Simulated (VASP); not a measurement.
# Ga (P4/mbm) in VASP: single point with PBE

Aim: the single point of Ga with PBE.

Everything below comes from runs of VASP 6.6.1. Logs are shortened: lines on timing, memory, paths and dates and some standing lists are left out, and cuts for length are marked.

**1. The cell of the first run**

Symmetry: P4/mbm, No. 127, tetragonal system. The conventional cell has a = 6.636 Å, b = 6.636 Å, c = 2.433 Å, α = 90.00°, β = 90.00°, γ = 90.00°. Within 3.2 Å of Ga (site symmetry m2m) lie 4 Ga at 2.43 to 2.44 Å. Ga (site symmetry 4/m) has 6 Ga at 2.43 to 2.44 Å within 3.2 Å.

**2. Single point, PBE**

File INCAR:

```
SYSTEM = Ga
ALGO = Fast
EDIFF = 1E-6
ENCUT = 520
GGA = PE
ISIF = 2
ISMEAR = 0
LASPH = .True.
LCHARG = .False.
LREAL = .False.
LWAVE = .False.
NBANDS = 48
NELM = 100
PREC = Accurate
SIGMA = 0.1
```

File KPOINTS:

```
k-points
0
Gamma
  4 4 8
  0 0 0
```

File POSCAR:

```
Ga
1.0
    6.6364902900      0.0000000000      0.0000000000
    0.0000000000      6.6364902900      0.0000000000
    0.0000000000      0.0000000000      2.4334980900
Ga
6
Direct
    0.1767953900      0.3232046100      0.0000000000
    0.3232046100      0.8232046100      0.0000000000
    0.8232046100      0.6767953900      0.0000000000
    0.6767953900      0.1767953900      0.0000000000
    0.0000000000      0.0000000000      0.0000000000
    0.5000000000      0.5000000000      0.0000000000
```

Potentials or basis: VASP PAW PBE potentials, release 64 (Ga_d).

Command:

```
> cat potpaw_PBE.64/Ga_d/POTCAR > POTCAR
> mpirun -np 1 vasp_std > vasp.out
```

OUTCAR:

```text
SYSTEM = Ga
   EDIFF = 1E-6
   ENCUT = 520
   GGA = PE
   ISIF = 2
   ISMEAR = 0
   LASPH = .True.
   LREAL = .False.
   NELM = 100
   PREC = Accurate

 ion  position               nearest neighbor table
   1  0.177  0.323  0.000-   5 2.44   6 2.44
   2  0.323  0.823  0.000-   5 2.44   6 2.44
   3  0.823  0.677  0.000-   5 2.44   6 2.44
   4  0.677  0.177  0.000-   5 2.44   6 2.44
   5  0.000  0.000  0.000-   1 2.44   2 2.44   3 2.44   4 2.44
   6  0.500  0.500  0.000-   1 2.44   2 2.44   3 2.44   4 2.44

  LATTYP: Found a simple tetragonal cell.
 ALAT       =     6.6364902900
 C/A-ratio  =     0.3666844949

  Lattice vectors:

 A1 = (   6.6364902900,   0.0000000000,   0.0000000000)
 A2 = (   0.0000000000,   6.6364902900,   0.0000000000)
 A3 = (   0.0000000000,   0.0000000000,   2.4334980900)

Analysis of symmetry for initial positions (statically):
=====================================================================
 Subroutine PRICEL returns:
 Original cell was already a primitive cell.

 Routine SETGRP: Setting up the symmetry group for a
 simple tetragonal supercell.

 Subroutine GETGRP returns: Found 16 space group operations
 (whereof  8 operations were pure point group operations)
 out of a pool of 16 trial point group operations.

The static configuration has the point symmetry C_4h.
 The point group associated with its full space group is D_4h.

Analysis of symmetry for dynamics (positions and initial velocities):
=====================================================================
 Subroutine PRICEL returns:
 Original cell was already a primitive cell.

 Routine SETGRP: Setting up the symmetry group for a
 simple tetragonal supercell.

 Subroutine GETGRP returns: Found 16 space group operations
 (whereof  8 operations were pure point group operations)
 out of a pool of 16 trial point group operations.

The dynamic configuration has the point symmetry C_4h.
 The point group associated with its full space group is D_4h.

 Subroutine INISYM returns: Found 16 space group operations
 (whereof  8 operations are pure point group operations),
 and found     1 'primitive' translations

----------------------------------------------------------------------------------------

                                     Primitive cell

  volume of cell :     107.1786

  direct lattice vectors                    reciprocal lattice vectors
     6.636490290  0.000000000  0.000000000     0.150682056  0.000000000  0.000000000
     0.000000000  6.636490290  0.000000000     0.000000000  0.150682056  0.000000000
     0.000000000  0.000000000  2.433498090     0.000000000  0.000000000  0.410931081

  length of vectors
     6.636490290  6.636490290  2.433498090     0.150682056  0.150682056  0.410931081

  position of ions in fractional coordinates (direct lattice)
     0.176795390  0.323204610  0.000000000
     0.323204610  0.823204610  0.000000000
     0.823204610  0.676795390  0.000000000
     0.676795390  0.176795390  0.000000000
     0.000000000  0.000000000  0.000000000
     0.500000000  0.500000000  0.000000000

  ion indices of the primitive-cell ions
   primitive index   ion index
                 1           1
                 2           2
                 3           3
                 4           4
                 5           5
                 6           6

----------------------------------------------------------------------------------------

 KPOINTS: k-points

Automatic generation of k-mesh.
 Grid dimensions read from file:
 generate k-points for:    4    4    8

 Generating k-lattice:

  Cartesian coordinates                     Fractional coordinates (reciprocal lattice)
     0.037670514  0.000000000  0.000000000     0.250000000  0.000000000  0.000000000
     0.000000000  0.037670514  0.000000000     0.000000000  0.250000000  0.000000000
     0.000000000  0.000000000  0.051366385     0.000000000  0.000000000  0.125000000

  Length of vectors
     0.037670514  0.037670514  0.051366385

  Shift w.r.t. Gamma in fractional coordinates (k-lattice)
     0.000000000  0.000000000  0.000000000

 Subroutine IBZKPT returns following result:
 ===========================================

 Found     30 irreducible k-points:

 Following reciprocal coordinates:
            Coordinates               Weight
  0.000000  0.000000  0.000000      1.000000
  0.250000  0.000000  0.000000      4.000000
  0.500000  0.000000  0.000000      2.000000
  0.250000  0.250000  0.000000      4.000000
  0.500000  0.250000  0.000000      4.000000
  0.500000  0.500000  0.000000      1.000000
[... 16 lines left out ...]
  0.500000  0.250000  0.375000      8.000000
  0.500000  0.500000  0.375000      2.000000
 [... further k-points ...]
   k-points           NKPTS =     30   k-points in BZ     NKDIM =     30   number of bands    NBANDS=     48
   number of dos      NEDOS =    301   number of ions     NIONS =      6
   total plane-waves  NPLWV =  45000
   dimension x,y,z NGX =    50 NGY =   50 NGZ =   18
   dimension x,y,z NGXF=   100 NGYF=  100 NGZF=   36
   ions per type =               6
   NGX,Y,Z   is equivalent  to a cutoff of  12.53, 12.53, 12.30 a.u.
   NGXF,Y,Z  is equivalent  to a cutoff of  25.05, 25.05, 24.59 a.u.
 SYSTEM =  Ga
   PREC   = accura    normal or accurate (medium, high low for compatibility)
   ISTART =      0    job   : 0-new  1-cont  2-samecut
   ICHARG =      2    charge: 1-file 2-atom 10-const
   ISPIN  =      1    spin polarized calculation?
   LNONCOLLINEAR =      F non collinear calculations
   LSORBIT =      F    spin-orbit coupling
   LASPH  =      T    aspherical Exc in radial PAW
   ENCUT  =  520.0 eV  38.22 Ry    6.18 a.u.  12.34 12.34  4.52*2*pi/ulx,y,z
   NELM   =    100;   NELMIN=  2; NELMDL= -5     # of ELM steps
   EDIFF  = 0.1E-05   stopping-criterion for ELM
   LREAL  =      F    real-space projection
   EDIFFG = 0.1E-04   stopping-criterion for IOM
   NSW    =      0    number of steps for IOM
   IBRION =     -1    ionic relax: 0-MD 1-quasi-New 2-CG
   NFREE  =      0    steps in history (QN), initial steepest desc. (CG)
   ISIF   =      2    stress and relaxation
   ISYM   =      2    0-nonsym 1-usesym 2-fastsym
   POTIM  = 0.5000    time-step for ionic-motion
   TEBEG  =    0.0;   TEEND  =   0.0 temperature during run
   PSTRESS=    0.0 pullay stress
   NELECT =      78.0000    total number of electrons
   NUPDOWN=      -1.0000    fix difference up-down
   EMIN   =  10.00;   EMAX   =-10.00  energy-range for DOS
   EFERMI =   0.00;   METHOD = LEGACY
   ISMEAR =     0;   SIGMA  =   0.10  broadening in eV -4-tet -1-fermi 0-gaus
   EFERMI_NEDOS =   21; number of points for ismear=-14 and -15
   IALGO  =     68    algorithm
   IMIX   =      4    mixing-type and parameters
     AMIX     =   0.40;   BMIX     =  1.00
     AMIX_MAG =   1.60;   BMIX_MAG =  1.00
  volume/ion in A,a.u.               =      17.86       120.55
  Fermi-wavevector in a.u.,A,eV,Ry     =   1.472551  2.782718 29.502966  2.168407
  Thomas-Fermi vector in A             =   2.587552
   LORBIT       =      0    0 simple, 1 ext, 2 COOP (PROOUT), +10 PAW based schemes
   GGA     = PE    functional components
   LHFCALC =     F    Hartree Fock is set to
   AEXX    =    0.0000 exact exchange contribution
   IVDW    =     0    specifies the selected vdW correction
   LEPSILON=     F    determine dielectric tensor
   LRPA    =     F    only Hartree local field effects (RPA)
 non-spin polarized calculation
 RMM-DIIS sequential band-by-band and
 Gauss-broadening in eV      SIGMA  =   0.10
  energy-cutoff  :      520.00
  volume of cell :      107.18
 maximum number of plane-waves:      2932
 NGX is ok and might be reduce to    50
   NGX = 25   NGY = 25   NGZ =  9

 number of electron      78.0000039 magnetization

 Free energy of the ion-electron system (eV)
  ---------------------------------------------------
  ext. energy  EPLUGINS =         0.00000000
  ---------------------------------------------------
  free energy    TOTEN  =       -14.80098359 eV

  energy without entropy =      -14.78019507  energy(sigma->0) =      -14.79058933

 E-fermi :   5.9289     XC(G=0): -11.0901

 val. band max:        5.8306794848   @ k =   0.5000   0.0000   0.0000
 cond. band min:       5.9406325901   @ k =   0.2500   0.2500   0.3750
 fundamental gap:      0.1099531053
 Fermi energy:         5.9289467585

 k-point     1 :       0.0000    0.0000    0.0000
  band No.  band energies     occupation
      1      -9.8616      2.00000
      2      -9.7919      2.00000
      3      -9.7569      2.00000
      4      -9.6720      2.00000
      5      -9.6720      2.00000
      6      -9.6059      2.00000
[... 40 lines left out ...]
     47      13.3970      0.00000
     48      13.4388      0.00000

 k-point     2 :       0.2500    0.0000    0.0000
  band No.  band energies     occupation
      1      -9.8501      2.00000
      2      -9.7801      2.00000
      3      -9.7704      2.00000
      4      -9.6875      2.00000
      5      -9.6543      2.00000
      6      -9.6115      2.00000
[... 40 lines left out ...]
     47      13.0874      0.00000
     48      13.9729      0.00000

 k-point     3 :       0.5000    0.0000    0.0000
  band No.  band energies     occupation
      1      -9.8193      2.00000
      2      -9.8193      2.00000
      3      -9.7241      2.00000
      4      -9.7241      2.00000
      5      -9.6284      2.00000
      6      -9.6284      2.00000
[... 40 lines left out ...]
     47      15.4173      0.00000
     48      15.4274      0.00000

 k-point     4 :       0.2500    0.2500    0.0000
  band No.  band energies     occupation
      1      -9.8474      2.00000
      2      -9.7994      2.00000
      3      -9.7477      2.00000
      4      -9.6743      2.00000
      5      -9.6645      2.00000
      6      -9.6195      2.00000
[... 958 lines left out ...]
     47      11.4948      0.00000
     48      11.5110      0.00000

 k-point    23 :       0.5000    0.2500    0.3750
  band No.  band energies     occupation
      1      -9.5737      2.00000
      2      -9.5737      2.00000
      3      -9.5515      2.00000
      4      -9.5515      2.00000
      5      -9.4595      2.00000
      6      -9.4595      2.00000
[... 40 lines left out ...]
     47      10.9797      0.00000
     48      10.9829      0.00000

 k-point    24 :       0.5000    0.5000    0.3750
  band No.  band energies     occupation
      1      -9.5851      2.00000
      2      -9.5851      2.00000
      3      -9.5654      2.00000
      4      -9.5654      2.00000
      5      -9.4247      2.00000
      6      -9.4247      2.00000
[... 40 lines left out ...]
     47      11.2603      0.00000
     48      11.2603      0.00000

 [... further k-points ...]
[... 5 lines left out ...]
  --------------------------------------------------------------------------------------
  -------------------------------------------------------------------------------------
  Total        8.5505831      8.5505831     19.3169946      0.0000000      0.0000000      0.0000000
  in kB      127.8198727    127.8198727    288.7634389      0.0000000      0.0000000      0.0000000
  external PRESSURE =     181.4677281 kB  Pullay stress =       0.0000000 kB

 VOLUME and BASIS-vectors are now :
 -----------------------------------------------------------------------------
  energy-cutoff  :      520.00
  volume of cell :      107.18
      direct lattice vectors                 reciprocal lattice vectors
     6.636490290  0.000000000  0.000000000     0.150682056  0.000000000  0.000000000
     0.000000000  6.636490290  0.000000000     0.000000000  0.150682056  0.000000000
     0.000000000  0.000000000  2.433498090     0.000000000  0.000000000  0.410931081

 POSITION                                       TOTAL-FORCE (eV/Angst)
 -----------------------------------------------------------------------------------
      1.17330      2.14494      0.00000        -0.565036      0.565036     -0.000000
      2.14494      5.46319      0.00000         0.565036      0.565036     -0.000000
      5.46319      4.49155      0.00000         0.565036     -0.565036      0.000000
      4.49155      1.17330      0.00000        -0.565036     -0.565036     -0.000000
      0.00000      0.00000      0.00000         0.000000      0.000000     -0.000000
      3.31825      3.31825      0.00000         0.000000      0.000000     -0.000000
 -----------------------------------------------------------------------------------
    total drift:                               -0.000000     -0.000000      0.000000

  FREE ENERGIE OF THE ION-ELECTRON SYSTEM (eV)
  ---------------------------------------------------
  free  energy   TOTEN  =       -14.8009835945 eV

  energy  without entropy=      -14.7801950671  energy(sigma->0) =      -14.79058933
```

It took 3.2 min on 1 thread of Intel Xeon Platinum 8259CL at 2.50GHz (Skylake/Cascade Lake), shared host; peak memory 0.26 GiB.

Results:

| Quantity | Value |
| --- | --- |
| Free energy | -14.8010 eV |
| Pressure | 18.1 GPa |
| Largest force | 0.799 eV/Å |
| Band gap on the k mesh | zero (band 39 reaches 7.27 eV, above the bottom of band 40 at 4.38 eV) |

Forces on the atoms (eV/Å):
```
Ga  -0.565  0.565  0.000
Ga   0.565  0.565  0.000
Ga   0.565 -0.565  0.000
Ga  -0.565 -0.565  0.000
Ga   0.000  0.000  0.000
Ga   0.000  0.000  0.000
```

Levels at points of the mesh, in eV from the Fermi level:
| k point | band 37 | band 38 | band 39 | band 40 | band 41 | band 42 |
| --- | --- | --- | --- | --- | --- | --- |
| (0.00, 0.00, 0.00) | -4.33 | -4.02 | -3.29 | 2.41 | 2.41 | 2.43 |
| (0.50, 0.00, 0.00) | -2.73 | -2.73 | -0.10 | -0.10 | 0.02 | 0.02 |
| (0.50, 0.50, 0.00) | -3.61 | -3.61 | -1.55 | -1.55 | 0.26 | 0.26 |
| (0.00, 0.00, 0.50) | -1.78 | -1.78 | -1.21 | -0.55 | 0.55 | 0.55 |
| (0.50, 0.00, 0.50) | -1.50 | -1.50 | -1.17 | -1.17 | 0.03 | 0.03 |
| (0.50, 0.50, 0.50) | -2.42 | -2.42 | 0.96 | 0.96 | 1.12 | 1.12 |
